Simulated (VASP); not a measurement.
A run of VASP 6.6.1 is set up as follows.

INCAR

```
PREC = Accurate
ENCUT = 600
EDIFF = 1E-6
ISMEAR = -1
SIGMA = 0.1
LREAL = F
LASPH = T
NELM = 80
ALGO = Normal
ISIF = 3
LWAVE = F
LCHARG = F
GGA = B5
ALDAX = 1.0
AGGAX = 1.0
AGGAC = 1.0
ALDAC = 0.0
IBRION = 2
NSW = 80
EDIFFG = -0.01
```

KPOINTS

```
Automatic mesh
0
Gamma
  14 14 14
```

POSCAR

```
Zn
1.0
   -1.5608515766      1.5608515766      1.5608515766
    1.5608515766     -1.5608515766      1.5608515766
    1.5608515766      1.5608515766     -1.5608515766
Zn
1
Direct
    0.0000000000      0.0000000000      0.0000000000
```

Potentials or basis: VASP PAW PBE potentials, release 64 (Zn).

Launch:

```console
$ cat potpaw_PBE.64/Zn/POTCAR > POTCAR
$ mpirun -np 1 vasp_std > vasp.out
```

Q: Predict the space group after relaxing (to 0.05 Å).

A: Im-3m (No. 229).

Q: Estimate the relaxed volume.

A: 17.44 Å³/atom.

Final structure:
```xyz
1
Lattice="-1.6338 1.6338 1.6338 1.6338 -1.6338 1.6338 1.6338 1.6338 -1.6338" Properties=species:S:1:pos:R:3 pbc="T T T"
Zn    0.0000    0.0000    0.0000
```

Caveat: the PAW data sets were made with another functional, which shifts forces and pressure a little.
